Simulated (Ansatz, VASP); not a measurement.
## One calculation of HfZr6, two programs

Contents of INCAR:

```
PREC     = Accurate       # precision mode
ENCUT    = 520            # plane-wave cutoff, eV
EDIFF    = 1E-6           # SCF threshold, eV
ISMEAR   = 0              # smearing method
SIGMA    = 0.1            # smearing width, eV
LREAL    = False          # projectors in reciprocal space
LASPH    = True           # aspherical terms in the spheres
NELM     = 80             # most SCF steps
ALGO     = Normal         # electronic algorithm
ISIF     = 2              # what is computed and relaxed
LWAVE    = False          # write WAVECAR
LCHARG   = False          # write CHGCAR
GGA      = PE             # functional
NBANDS   = 50             # bands
```

KPOINTS

```
Automatic mesh
0
Gamma
  4 4 4
```

Contents of POSCAR:

```
HfZr6
1.0
    4.9084175900      0.0000000000      0.0000000000
    0.0000000000      4.9084175900      0.0000000000
    0.0000000000      0.0000000000      4.9084175900
Zr Hf
6 1
Direct
    0.8011341100      0.5000000000      0.5000000000
    0.1988658900      0.5000000000      0.5000000000
    0.5000000000      0.5000000000      0.8011341100
    0.5000000000      0.5000000000      0.1988658900
    0.5000000000      0.1988658900      0.5000000000
    0.5000000000      0.8011341100      0.5000000000
    0.0000000000      0.0000000000      0.0000000000
```

Input for Ansatz:

```yaml
crystal:
  lattice:
    - [4.90841759, 0.0, 0.0]
    - [0.0, 4.90841759, 0.0]
    - [0.0, 0.0, 4.90841759]
  atoms:
    - { symbol: Zr, position: [0.80113411, 0.5, 0.5] }
    - { symbol: Zr, position: [0.19886589, 0.5, 0.5] }
    - { symbol: Zr, position: [0.5, 0.5, 0.80113411] }
    - { symbol: Zr, position: [0.5, 0.5, 0.19886589] }
    - { symbol: Zr, position: [0.5, 0.19886589, 0.5] }
    - { symbol: Zr, position: [0.5, 0.80113411, 0.5] }
    - { symbol: Hf, position: [0.0, 0.0, 0.0] }
basis:
  ecutwfc: 420
kpoints:
  mp_grid: { grid: [4, 4, 4] }
hamiltonian:
  xc: pbe
scf:
  occupations: { method: gaussian, width: 0.1 }
  lower_state_search: "off"
output:
  forces: true
  stress: true
  eigenvalues: true
```

Change from the starting cell: species swapped into the YB6 type (Pm-3m, No. 221).

Alike in both runs: task single point; functional PBE; k mesh 4 × 4 × 4; occupations gaussian, width 0.1 eV; no spin polarisation.

```csv
,VASP,Ansatz
version,VASP 6.6.1,Ansatz 0.2.0
potentials or method,"VASP PAW PBE potentials, release 64 (Zr_sv, Hf_pv), cutoff 520 eV","scalar-relativistic, plane waves, PAW"
valence electrons in the cell,82,98
```

```tsv
	VASP	Ansatz	Ansatz less VASP
gap on the k mesh at the Fermi level (eV)	none	none	-
rms of the force components (eV/Å)	9.194	8.941	-0.2526
```

Atom by atom the forces differ by 0.253 eV/Å (rms over components). A gap of «none» marks a metal or a gap that the smearing closes. VASP's potentials hold 82 valence electrons a cell and Ansatz's 98, so a difference there can come from the potentials and not from the codes.

Neither program's run includes spin-orbit coupling.
